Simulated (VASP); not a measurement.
# BiS7 (P-3m1) in VASP: notebook

Runs on BiS7. Level: PBE. Tasks: single point.

All numbers are computed with VASP 6.6.1; they aren't measurements. Logs are shortened: lines on timing, memory, paths and dates and some standing lists are left out, and cuts for length are marked.

**1. The cell of the first run**

The structure is trigonal, space group P-3m1 (No. 164). Conventional cell: a = 6.825 Å, b = 6.825 Å, c = 5.111 Å, α = 90.00°, β = 90.00°, γ = 120.00°. Within 3.4 Å of Bi (site symmetry -3m) lie 2 S at 2.56 Å. Within 2.5 Å of S (site symmetry m) lie 1 S at 1.91 Å. S (site symmetry -3m) has 2 Bi at 2.56 Å within 3.4 Å.

The cell was generated, and may not be a known phase.

**2. Single point, PBE**

INCAR reads:

```
SYSTEM = BiS7
  PREC = Accurate
  ENCUT = 520
  EDIFF = 1E-7
  ISMEAR = 0
  SIGMA = 0.2
  LREAL = .False.
  LASPH = .True.
  NELM = 80
  ALGO = Normal
  ISIF = 2
  LWAVE = .False.
  LCHARG = .True.
  GGA = PE
  LELF = .True.
  LVHAR = .True.
  NBANDS = 38
```

KPOINTS reads:

```
Automatic mesh
0
Gamma
  3 3 3
  0 0 0
```

POSCAR reads:

```
BiS7
1.0
    6.8248389556      0.0000000000      0.0000000000
   -3.4124194778      5.9104839123      0.0000000000
    0.0000000000      0.0000000000      5.1105113237
Bi S
1 7
Direct
    0.0000000000      0.0000000000      0.5000000000
    0.5172068227      0.4827931773      0.1824560280
    0.5172068227      0.0344136455      0.1824560280
    0.9655863545      0.4827931773      0.1824560280
    0.4827931773      0.5172068227      0.8175439720
    0.0344136455      0.5172068227      0.8175439720
    0.4827931773      0.9655863545      0.8175439720
    0.0000000000      0.0000000000      0.0000000000
```

Potentials or basis: VASP PAW PBE potentials, release 64 (Bi_d, S).

On the command line:

```bash
$ cat potpaw_PBE.64/Bi_d/POTCAR potpaw_PBE.64/S/POTCAR > POTCAR
$ mpirun -np 1 vasp_std > vasp.out
```

OUTCAR:

```text
SYSTEM = BiS7
   PREC = Accurate
   ENCUT = 520
   EDIFF = 1E-7
   ISMEAR = 0
   LREAL = .False.
   LASPH = .True.
   NELM = 80
   ISIF = 2
   GGA = PE

 ion  position               nearest neighbor table
   1  0.000  0.000  0.500-   8 2.56   8 2.56
   2  0.517  0.483  0.182-   5 1.91
   3  0.517  0.034  0.182-   7 1.91
   4  0.966  0.483  0.182-   6 1.91
   5  0.483  0.517  0.818-   2 1.91
   6  0.034  0.517  0.818-   4 1.91
   7  0.483  0.966  0.818-   3 1.91
   8  0.000  0.000  0.000-   1 2.56   1 2.56

  LATTYP: Found a hexagonal cell.
 ALAT       =     6.8248389556
 C/A-ratio  =     0.7488105371

  Lattice vectors:

 A1 = (   6.8248389556,   0.0000000000,   0.0000000000)
 A2 = (  -3.4124194778,   5.9104839123,   0.0000000000)
 A3 = (   0.0000000000,   0.0000000000,   5.1105113237)

Analysis of symmetry for initial positions (statically):
=====================================================================
 Subroutine PRICEL returns:
 Original cell was already a primitive cell.

 Routine SETGRP: Setting up the symmetry group for a
 hexagonal supercell.

 Subroutine GETGRP returns: Found 12 space group operations
 (whereof 12 operations were pure point group operations)
 out of a pool of 24 trial point group operations.

The static configuration has the point symmetry D_3d.

Analysis of symmetry for dynamics (positions and initial velocities):
=====================================================================
 Subroutine PRICEL returns:
 Original cell was already a primitive cell.

 Routine SETGRP: Setting up the symmetry group for a
 hexagonal supercell.

 Subroutine GETGRP returns: Found 12 space group operations
 (whereof 12 operations were pure point group operations)
 out of a pool of 24 trial point group operations.

The dynamic configuration has the point symmetry D_3d.

 Subroutine INISYM returns: Found 12 space group operations
 (whereof 12 operations are pure point group operations),
 and found     1 'primitive' translations

----------------------------------------------------------------------------------------

                                     Primitive cell

  volume of cell :     206.1483

  direct lattice vectors                    reciprocal lattice vectors
     6.824838956  0.000000000  0.000000000     0.146523604  0.084595442  0.000000000
    -3.412419478  5.910483912  0.000000000     0.000000000  0.169190884  0.000000000
     0.000000000  0.000000000  5.110511324     0.000000000  0.000000000  0.195675136

  length of vectors
     6.824838956  6.824838956  5.110511324     0.169190884  0.169190884  0.195675136

  position of ions in fractional coordinates (direct lattice)
     0.000000000  0.000000000  0.500000000
     0.517206823  0.482793177  0.182456028
     0.517206823  0.034413646  0.182456028
     0.965586354  0.482793177  0.182456028
     0.482793177  0.517206823  0.817543972
     0.034413646  0.517206823  0.817543972
     0.482793177  0.965586354  0.817543972
     0.000000000  0.000000000  0.000000000

  ion indices of the primitive-cell ions
   primitive index   ion index
                 1           1
                 2           2
                 3           3
                 4           4
                 5           5
                 6           6
                 7           7
                 8           8

----------------------------------------------------------------------------------------

 KPOINTS: Automatic mesh

Automatic generation of k-mesh.
 Grid dimensions read from file:
 generate k-points for:    3    3    3

 Generating k-lattice:

  Cartesian coordinates                     Fractional coordinates (reciprocal lattice)
     0.048841201  0.028198481  0.000000000     0.333333333 -0.000000000  0.000000000
     0.000000000  0.056396961  0.000000000     0.000000000  0.333333333  0.000000000
     0.000000000  0.000000000  0.065225045     0.000000000  0.000000000  0.333333333

  Length of vectors
     0.056396961  0.056396961  0.065225045

  Shift w.r.t. Gamma in fractional coordinates (k-lattice)
     0.000000000  0.000000000  0.000000000

 Subroutine IBZKPT returns following result:
 ===========================================

 Found      7 irreducible k-points:

 Following reciprocal coordinates:
            Coordinates               Weight
  0.000000  0.000000  0.000000      1.000000
  0.333333  0.000000  0.000000      6.000000
  0.333333  0.333333  0.000000      2.000000
  0.000000  0.000000  0.333333      2.000000
  0.333333  0.000000  0.333333      6.000000
  0.000000  0.333333  0.333333      6.000000
  0.333333  0.333333  0.333333      4.000000
   k-points           NKPTS =      7   k-points in BZ     NKDIM =      7   number of bands    NBANDS=     38
   number of dos      NEDOS =    301   number of ions     NIONS =      8
   total plane-waves  NPLWV = 116640
   dimension x,y,z NGX =    54 NGY =   54 NGZ =   40
   dimension x,y,z NGXF=   108 NGYF=  108 NGZF=   80
   ions per type =               1   7
   NGX,Y,Z   is equivalent  to a cutoff of  13.15, 13.15, 13.01 a.u.
   NGXF,Y,Z  is equivalent  to a cutoff of  26.31, 26.31, 26.02 a.u.
 SYSTEM =  BiS7
   PREC   = accura    normal or accurate (medium, high low for compatibility)
   ISTART =      0    job   : 0-new  1-cont  2-samecut
   ICHARG =      2    charge: 1-file 2-atom 10-const
   ISPIN  =      1    spin polarized calculation?
   LNONCOLLINEAR =      F non collinear calculations
   LSORBIT =      F    spin-orbit coupling
   LASPH  =      T    aspherical Exc in radial PAW
   ENCUT  =  520.0 eV  38.22 Ry    6.18 a.u.  12.69 12.69  9.50*2*pi/ulx,y,z
   NELM   =     80;   NELMIN=  2; NELMDL= -5     # of ELM steps
   EDIFF  = 0.1E-06   stopping-criterion for ELM
   LREAL  =      F    real-space projection
   EDIFFG = 0.1E-05   stopping-criterion for IOM
   NSW    =      0    number of steps for IOM
   IBRION =     -1    ionic relax: 0-MD 1-quasi-New 2-CG
   NFREE  =      0    steps in history (QN), initial steepest desc. (CG)
   ISIF   =      2    stress and relaxation
   ISYM   =      2    0-nonsym 1-usesym 2-fastsym
   POTIM  = 0.5000    time-step for ionic-motion
   TEBEG  =    0.0;   TEEND  =   0.0 temperature during run
   PSTRESS=    0.0 pullay stress
   NELECT =      57.0000    total number of electrons
   NUPDOWN=      -1.0000    fix difference up-down
   EMIN   =  10.00;   EMAX   =-10.00  energy-range for DOS
   EFERMI =   0.00;   METHOD = LEGACY
   ISMEAR =     0;   SIGMA  =   0.20  broadening in eV -4-tet -1-fermi 0-gaus
   EFERMI_NEDOS =   21; number of points for ismear=-14 and -15
   IALGO  =     38    algorithm
   IMIX   =      4    mixing-type and parameters
     AMIX     =   0.40;   BMIX     =  1.00
     AMIX_MAG =   1.60;   BMIX_MAG =  1.00
  volume/ion in A,a.u.               =      25.77       173.89
  Fermi-wavevector in a.u.,A,eV,Ry     =   1.066530  2.015450 15.476447  1.137487
  Thomas-Fermi vector in A             =   2.202117
   LORBIT       =      0    0 simple, 1 ext, 2 COOP (PROOUT), +10 PAW based schemes
   GGA     = PE    functional components
   LHFCALC =     F    Hartree Fock is set to
   AEXX    =    0.0000 exact exchange contribution
   IVDW    =     0    specifies the selected vdW correction
   LEPSILON=     F    determine dielectric tensor
   LRPA    =     F    only Hartree local field effects (RPA)
 non-spin polarized calculation
 Gauss-broadening in eV      SIGMA  =   0.20
  energy-cutoff  :      520.00
  volume of cell :      206.15
 maximum number of plane-waves:      5584
 NGX is ok and might be reduce to    54
   NGX = 25   NGY = 25   NGZ = 19

 number of electron      57.0000005 magnetization

 Free energy of the ion-electron system (eV)
  ---------------------------------------------------
  ext. energy  EPLUGINS =         0.00000000
  ---------------------------------------------------
  free energy    TOTEN  =       -30.27063211 eV

  energy without entropy =      -30.20614614  energy(sigma->0) =      -30.23838913

 E-fermi :   3.4610     XC(G=0):  -8.8637

 val. band max:        3.1580785380   @ k =   0.3333   0.3333   0.0000
 cond. band min:       3.4899504543   @ k =   0.0000   0.3333   0.3333
 fundamental gap:      0.3318719163
 Fermi energy:         3.4610354082

 k-point     1 :       0.0000    0.0000    0.0000
  band No.  band energies     occupation
      1     -19.6242      2.00000
      2     -19.6242      2.00000
      3     -19.4767      2.00000
      4     -19.4348      2.00000
      5     -19.4348      2.00000
      6     -12.7256      2.00000
[... 30 lines left out ...]
     37       9.1155      0.00000
     38       9.3612      0.00000

 k-point     2 :       0.3333    0.0000    0.0000
  band No.  band energies     occupation
      1     -19.6242      2.00000
      2     -19.6241      2.00000
      3     -19.4767      2.00000
      4     -19.4348      2.00000
      5     -19.4348      2.00000
      6     -12.5892      2.00000
[... 30 lines left out ...]
     37       9.5878      0.00000
     38      10.0685      0.00000

 k-point     3 :       0.3333    0.3333    0.0000
  band No.  band energies     occupation
      1     -19.6241      2.00000
      2     -19.6241      2.00000
      3     -19.4767      2.00000
      4     -19.4348      2.00000
      5     -19.4348      2.00000
      6     -12.3992      2.00000
[... 30 lines left out ...]
     37       9.8300      0.00000
     38      10.5537      0.00000

 k-point     4 :       0.0000    0.0000    0.3333
  band No.  band energies     occupation
      1     -19.6242      2.00000
      2     -19.6242      2.00000
      3     -19.4624      2.00000
      4     -19.4356      2.00000
      5     -19.4356      2.00000
      6     -12.6337      2.00000
[... 30 lines left out ...]
     37       7.8905      0.00000
     38       8.3662      0.00000

 k-point     5 :       0.3333    0.0000    0.3333
  band No.  band energies     occupation
      1     -19.6241      2.00000
      2     -19.6241      2.00000
      3     -19.4624      2.00000
      4     -19.4356      2.00000
      5     -19.4356      2.00000
      6     -12.5037      2.00000
[... 30 lines left out ...]
     37       7.9398      0.00000
     38       9.1609      0.00000

 k-point     6 :       0.0000    0.3333    0.3333
  band No.  band energies     occupation
      1     -19.6241      2.00000
      2     -19.6241      2.00000
      3     -19.4624      2.00000
      4     -19.4356      2.00000
      5     -19.4356      2.00000
      6     -12.5038      2.00000
[... 30 lines left out ...]
     37       7.9510      0.00000
     38       9.2065      0.00000

 k-point     7 :       0.3333    0.3333    0.3333
  band No.  band energies     occupation
      1     -19.6241      2.00000
      2     -19.6241      2.00000
      3     -19.4624      2.00000
      4     -19.4356      2.00000
      5     -19.4356      2.00000
      6     -12.3211      2.00000
[... 30 lines left out ...]
     37       7.9806      0.00000
     38      10.3182      0.00000

------------------------ aborting loop because EDIFF is reached ----------------------------------------

  FORCE on cell =-STRESS in cart. coord.  units (eV):
  Direction    XX          YY          ZZ          XY          YZ          ZX
  --------------------------------------------------------------------------------------
  -------------------------------------------------------------------------------------
  Total       -0.2209792     -0.2209792     -1.4489854      0.0000000     -0.0000000      0.0000000
  in kB       -1.7174425     -1.7174425    -11.2614621      0.0000000     -0.0000000      0.0000000
  external PRESSURE =      -4.8987823 kB  Pullay stress =       0.0000000 kB

 VOLUME and BASIS-vectors are now :
 -----------------------------------------------------------------------------
  energy-cutoff  :      520.00
  volume of cell :      206.15
      direct lattice vectors                 reciprocal lattice vectors
     6.824838956  0.000000000  0.000000000     0.146523604  0.084595442  0.000000000
    -3.412419478  5.910483912  0.000000000     0.000000000  0.169190884  0.000000000
     0.000000000  0.000000000  5.110511324     0.000000000  0.000000000  0.195675136

 POSITION                                       TOTAL-FORCE (eV/Angst)
 -----------------------------------------------------------------------------------
      0.00000      0.00000      2.55526         0.000000      0.000000      0.000000
      1.88236      2.85354      0.93244        -0.032526      0.018779     -0.244704
      3.41242      0.20340      0.93244        -0.000000     -0.037558     -0.244704
      4.94248      2.85354      0.93244         0.032526      0.018779     -0.244704
      1.53006      3.05694      4.17807         0.032526     -0.018779      0.244704
     -1.53006      3.05694      4.17807        -0.032526     -0.018779      0.244704
      0.00000      5.70708      4.17807         0.000000      0.037558      0.244704
      0.00000      0.00000      0.00000        -0.000000      0.000000      0.000000
 -----------------------------------------------------------------------------------
    total drift:                                0.000000      0.000000      0.000000

  FREE ENERGIE OF THE ION-ELECTRON SYSTEM (eV)
  ---------------------------------------------------
  free  energy   TOTEN  =       -30.2706321052 eV

  energy  without entropy=      -30.2061461449  energy(sigma->0) =      -30.23838913
```

Run time: 2 min. Hardware: 1 thread of Intel Xeon 8259CL, shared host; peak memory 0.34 GiB.

What came out:

```
Free energy            : -30.2706 eV
Pressure               : -0.5 GPa
Largest force          : 0.248 eV/Å
Band gap on the k mesh : zero (an odd number of electrons rules out a gap without spin polarisation)
```

Forces on the atoms (eV/Å):
```
Bi   0.000  0.000  0.000
S   -0.033  0.019 -0.245
S    0.000 -0.038 -0.245
S    0.033  0.019 -0.245
S    0.033 -0.019  0.245
S   -0.033 -0.019  0.245
S    0.000  0.038  0.245
S    0.000  0.000  0.000
```

Caveat: the k points lie up to 0.41 Å⁻¹ apart, too coarse for converged energies and pressures of a metal; spin-orbit coupling is left out, which moves the levels of the heavy elements; an odd number of electrons without spin polarisation forces a metal; a magnetic or distorted state may lie lower.

(Continued in part 2 of 2.)

The gap in the log of VASP goes by the Fermi energy; the results here count the filled bands.